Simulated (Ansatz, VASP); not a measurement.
One calculation of TaF4, two programs

```
Ta F
1.0
     3.91471    0.00000    0.00000
     0.00000    3.91471    0.00000
     0.00000    0.00000    3.91471
Ta F
1 4
Direct
  0.00000 0.00000 0.00000
  0.50000 0.50000 0.50000
  0.00000 0.50000 0.50000
  0.50000 0.00000 0.50000
  0.50000 0.50000 0.00000
```

Alike in both runs: functional PBE; k mesh 3 × 3 × 3; occupations gaussian, width 0.15 eV; no spin polarisation.

Ansatz relaxed the structure, and its values are those at the end. VASP's run is a single point on that final structure, the one shown.

```csv
,VASP,Ansatz
version,VASP 6.6.1,Ansatz 0.2.0
potentials or method,"VASP PAW PBE potentials, release 64 (Ta_pv, F), cutoff 600 eV","scalar-relativistic, plane waves, PAW"
valence electrons in the cell,39,41
```

|  | VASP | Ansatz | Ansatz less VASP |
| --- | --- | --- | --- |
| pressure (GPa) | -1.1 | -0.7 | +0.41 |

VASP's potentials hold 39 valence electrons a cell and Ansatz's 41, so a difference there can come from the potentials and not from the codes.

The k mesh is coarse, so the values compare programs but aren't converged. Neither program's run includes spin-orbit coupling.
